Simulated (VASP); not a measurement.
# SnTe (Imm2) in VASP: single point with revPBE

Aim: the single point of SnTe with revPBE.

All numbers are computed with VASP 6.6.1; they aren't measurements. Logs are shortened: lines on timing, memory, paths and dates and some standing lists are left out, and cuts for length are marked.

### Step 1. The cell of the first run

It takes space group Imm2 (No. 44, orthorhombic). Conventional cell: a = 5.107 Å, b = 5.107 Å, c = 7.222 Å, α = 90.00°, β = 90.00°, γ = 90.00°. Sn (site symmetry mm2) has 4 Te at 2.87 to 3.44 Å within 3.8 Å. Within 3.8 Å of Te (site symmetry mm2) lie 4 Sn at 2.87 to 3.44 Å.

### Step 2. Single point, revPBE

INCAR reads:

```
PREC = Accurate
ENCUT = 500
EDIFF = 1E-6
ISMEAR = 0
SIGMA = 0.01
LREAL = F
LASPH = T
NELM = 120
ALGO = Normal
ISIF = 2
LWAVE = F
LCHARG = F
GGA = RE
NBANDS = 17
GGA_COMPAT = F
ISYM = -1
```

KPOINTS reads:

```
explicit points
1
Reciprocal
  0.50000000   0.50000000   0.00000000 1
```

POSCAR reads:

```
SnTe
1.0
    0.0000000000      3.6111460000      3.6111460000
    3.6111460000      0.0000000000      3.6111460000
    3.6111460000      3.6111460000      0.0000000000
Sn Te
1 1
Direct
    0.0000000000      0.0000000000      0.0000000000
    0.6807698996      0.8192301004      0.8192301004
```

Potentials or basis: VASP PAW PBE potentials, release 64 (Sn_d, Te).

Command:

```
cat potpaw_PBE.64/Sn_d/POTCAR potpaw_PBE.64/Te/POTCAR > POTCAR
mpirun -np 1 vasp_std > vasp.out
```

OUTCAR:

```text
PREC = Accurate
   ENCUT = 500
   EDIFF = 1E-6
   ISMEAR = 0
   LREAL = F
   LASPH = T
   NELM = 120
   ISIF = 2
   GGA = RE
   ISYM = -1

 ion  position               nearest neighbor table
   1  0.000  0.000  0.000-   2 2.87   2 2.87   2 3.44   2 3.44
   2  0.681  0.819  0.819-   1 2.87   1 2.87   1 3.44   1 3.44

IMPORTANT INFORMATION: All symmetrisations will be switched off!
NOSYMM: (Re-)initialisation of all symmetry stuff for point group C_1.

----------------------------------------------------------------------------------------

                                     Primitive cell

  volume of cell :      94.1814

  direct lattice vectors                    reciprocal lattice vectors
     0.000000000  3.611146000  3.611146000    -0.138460201  0.138460201  0.138460201
     3.611146000  0.000000000  3.611146000     0.138460201 -0.138460201  0.138460201
     3.611146000  3.611146000  0.000000000     0.138460201  0.138460201 -0.138460201

  length of vectors
     5.106931649  5.106931649  5.106931649     0.239820102  0.239820102  0.239820102

  position of ions in fractional coordinates (direct lattice)
     0.000000000  0.000000000  0.000000000
     0.680769900  0.819230100  0.819230100

  ion indices of the primitive-cell ions
   primitive index   ion index
                 1           1
                 2           2

----------------------------------------------------------------------------------------

 KPOINTS: explicit points

Read explicit list of k-points.

 Found      1 k-points:

 Following reciprocal coordinates:
            Coordinates               Weight
  0.500000  0.500000  0.000000      1.000000
   k-points           NKPTS =      1   k-points in BZ     NKDIM =      1   number of bands    NBANDS=     17
   number of dos      NEDOS =    301   number of ions     NIONS =      2
   total plane-waves  NPLWV =  64000
   dimension x,y,z NGX =    40 NGY =   40 NGZ =   40
   dimension x,y,z NGXF=    80 NGYF=   80 NGZF=   80
   ions per type =               1   1
   NGX,Y,Z   is equivalent  to a cutoff of  13.02, 13.02, 13.02 a.u.
   NGXF,Y,Z  is equivalent  to a cutoff of  26.04, 26.04, 26.04 a.u.
 SYSTEM =  unknown system
   PREC   = accura    normal or accurate (medium, high low for compatibility)
   ISTART =      0    job   : 0-new  1-cont  2-samecut
   ICHARG =      2    charge: 1-file 2-atom 10-const
   ISPIN  =      1    spin polarized calculation?
   LNONCOLLINEAR =      F non collinear calculations
   LSORBIT =      F    spin-orbit coupling
   LASPH  =      T    aspherical Exc in radial PAW
   ENCUT  =  500.0 eV  36.75 Ry    6.06 a.u.   9.31  9.31  9.31*2*pi/ulx,y,z
   NELM   =    120;   NELMIN=  2; NELMDL= -5     # of ELM steps
   EDIFF  = 0.1E-05   stopping-criterion for ELM
   LREAL  =      F    real-space projection
   EDIFFG = 0.1E-04   stopping-criterion for IOM
   NSW    =      0    number of steps for IOM
   IBRION =     -1    ionic relax: 0-MD 1-quasi-New 2-CG
   NFREE  =      0    steps in history (QN), initial steepest desc. (CG)
   ISIF   =      2    stress and relaxation
   ISYM   =     -1    0-nonsym 1-usesym 2-fastsym
   POTIM  = 0.5000    time-step for ionic-motion
   TEBEG  =    0.0;   TEEND  =   0.0 temperature during run
   PSTRESS=    0.0 pullay stress
   NELECT =      20.0000    total number of electrons
   NUPDOWN=      -1.0000    fix difference up-down
   EMIN   =  10.00;   EMAX   =-10.00  energy-range for DOS
   EFERMI =   0.00;   METHOD = LEGACY
   ISMEAR =     0;   SIGMA  =   0.01  broadening in eV -4-tet -1-fermi 0-gaus
   EFERMI_NEDOS =   21; number of points for ismear=-14 and -15
   IALGO  =     38    algorithm
   IMIX   =      4    mixing-type and parameters
     AMIX     =   0.40;   BMIX     =  1.00
     AMIX_MAG =   1.60;   BMIX_MAG =  1.00
  volume/ion in A,a.u.               =      47.09       317.78
  Fermi-wavevector in a.u.,A,eV,Ry     =   0.976704  1.845704 12.979296  0.953951
  Thomas-Fermi vector in A             =   2.107344
   LORBIT       =      0    0 simple, 1 ext, 2 COOP (PROOUT), +10 PAW based schemes
   GGA     = RE    functional components
   LHFCALC =     F    Hartree Fock is set to
   AEXX    =    0.0000 exact exchange contribution
   IVDW    =     0    specifies the selected vdW correction
   LEPSILON=     F    determine dielectric tensor
   LRPA    =     F    only Hartree local field effects (RPA)
 non-spin polarized calculation
 Gauss-broadening in eV      SIGMA  =   0.01
  energy-cutoff  :      500.00
  volume of cell :       94.18
 maximum number of plane-waves:      2402
 NGX is ok and might be reduce to    36
   NGX = 19   NGY = 19   NGZ = 19

 number of electron      19.9999998 magnetization

 Free energy of the ion-electron system (eV)
  ---------------------------------------------------
  ext. energy  EPLUGINS =         0.00000000
  ---------------------------------------------------
  free energy    TOTEN  =        -6.88090967 eV

  energy without entropy =       -6.88090967  energy(sigma->0) =       -6.88090967

 E-fermi :   2.4887     XC(G=0):  -7.3801

 val. band max:        2.4424691311   @ k =   0.5000   0.5000   0.0000
 cond. band min:       3.1020989178   @ k =   0.5000   0.5000   0.0000
 fundamental gap:      0.6596297868
 Fermi energy:         2.4886986316

 k-point     1 :       0.5000    0.5000    0.0000
  band No.  band energies     occupation
      1     -19.1705      2.00000
      2     -19.1504      2.00000
      3     -19.1102      2.00000
      4     -19.0339      2.00000
      5     -19.0069      2.00000
      6      -7.9155      2.00000
[... 9 lines left out ...]
     16      11.2372      0.00000
     17      11.4576      0.00000

------------------------ aborting loop because EDIFF is reached ----------------------------------------

  FORCE on cell =-STRESS in cart. coord.  units (eV):
  Direction    XX          YY          ZZ          XY          YZ          ZX
  --------------------------------------------------------------------------------------
  -------------------------------------------------------------------------------------
  Total        3.0049118      2.7848487    -11.7667203     -0.0000248      0.1295945     -0.0000189
  in kB       51.1183910     47.3747624   -200.1708691     -0.0004226      2.2046116     -0.0003213
  external PRESSURE =     -33.8925719 kB  Pullay stress =       0.0000000 kB

 VOLUME and BASIS-vectors are now :
 -----------------------------------------------------------------------------
  energy-cutoff  :      500.00
  volume of cell :       94.18
      direct lattice vectors                 reciprocal lattice vectors
     0.000000000  3.611146000  3.611146000    -0.138460201  0.138460201  0.138460201
     3.611146000  0.000000000  3.611146000     0.138460201 -0.138460201  0.138460201
     3.611146000  3.611146000  0.000000000     0.138460201  0.138460201 -0.138460201

 POSITION                                       TOTAL-FORCE (eV/Angst)
 -----------------------------------------------------------------------------------
      0.00000      0.00000      0.00000         2.818325     -0.000003      0.000019
      5.91672      5.41672      5.41672        -2.818325      0.000003     -0.000019
 -----------------------------------------------------------------------------------
    total drift:                               -0.000288     -0.000029      0.000066

  FREE ENERGIE OF THE ION-ELECTRON SYSTEM (eV)
  ---------------------------------------------------
  free  energy   TOTEN  =        -6.8809096675 eV

  energy  without entropy=       -6.8809096675  energy(sigma->0) =       -6.88090967
```

It took 19 s on 1 thread of Intel Xeon 8259CL, shared host; peak memory 0.22 GiB.

What came out:

```yaml
Free_energy: -6.8809 eV
Pressure: -3.4 GPa
Largest_force: 2.818 eV/Å
```

Forces in eV/Å, atoms in the order of the input:
```
Sn   2.818  0.000  0.000
Te  -2.818  0.000  0.000
```

Levels at points of the mesh, in eV from the Fermi level:
```
           k point  band 7  band 8  band 9  band 10  band 11  band 12  band 13  band 14
(0.50, 0.50, 0.00)   -7.18   -2.38   -2.20    -0.05     0.61     4.35     4.60     6.16
```

Caveat: the stress differs along the axes, from -20 to 5 GPa; the PAW data sets were made with another functional, which shifts forces and pressure a little; spin-orbit coupling is left out, which moves the levels of the heavy elements.
